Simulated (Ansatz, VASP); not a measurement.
**Ga: VASP beside Ansatz**

Contents of INCAR:

```
SYSTEM = Ga
  AGGAC = 1.0
  AGGAX = 1.0
  ALDAC = 0.0
  ALDAX = 1.0
  ALGO = Fast
  EDIFF = 1E-6
  ENCUT = 520
  GGA = B5
  ISIF = 2
  ISMEAR = -1
  LASPH = .True.
  LCHARG = .False.
  LREAL = .False.
  LWAVE = .False.
  NBANDS = 20
  NELM = 80
  PREC = Accurate
  SIGMA = 0.05
```

File KPOINTS:

```
k-points
0
Gamma
  10 10 8
  0 0 0
```

The input POSCAR:

```
Ga
1.0
    1.3830000000     -4.0265000000      0.0000000000
    1.3830000000      4.0265000000      0.0000000000
   -0.1174474948      0.0000000000      3.3299294416
Ga
2
Direct
    0.1310000000      0.8690000000      0.7500000000
    0.8690000000      0.1310000000      0.2500000000
```

Contents of input.yaml:

```yaml
crystal:
  lattice:
    - [1.383, -4.0265, 0.0]
    - [1.383, 4.0265, 0.0]
    - [-0.1174474948, 0.0, 3.3299294416]
  atoms:
    - { symbol: Ga, position: [0.131, 0.869, 0.75] }
    - { symbol: Ga, position: [0.869, 0.131, 0.25] }
kpoints:
  mp_grid: { grid: [10, 10, 8] }
scf:
  occupations: { method: fermi_dirac, width: 0.05 }
hamiltonian:
  xc: blyp
  pseudopotentials: { kind: all_electron, lapw: { basis_error: 0.001 } }
output:
  forces: true
  stress: true
  eigenvalues: true
```

Alike in both runs: task single point; functional BLYP; k mesh 10 × 10 × 8; occupations fermi-dirac, width 0.05 eV; no spin polarisation.

```csv
,VASP,Ansatz
version,VASP 6.6.1,Ansatz 0.2.0
potentials or method,"VASP PAW PBE potentials, release 64 (Ga_d), cutoff 520 eV","all-electron LAPW, scalar-relativistic"
```

|  | VASP | Ansatz | Ansatz less VASP |
| --- | --- | --- | --- |
| gap on the k mesh at the Fermi level (eV) | none | none | - |
| pressure (GPa) | 7.0 | 7.2 | +0.17 |
| traceless stress, the component that is largest in VASP (GPa) | -0.50 | -0.51 | -0.007 |
| rms of the force components (eV/Å) | 0.097 | 0.093 | -0.0035 |

VASP's potentials were made for PBE, not for BLYP. Atom by atom the forces differ by 0.004 eV/Å (rms over components). A gap of «none» marks a metal or a gap that the smearing closes. Ansatz ran all-electron here, and VASP with PAW potentials.
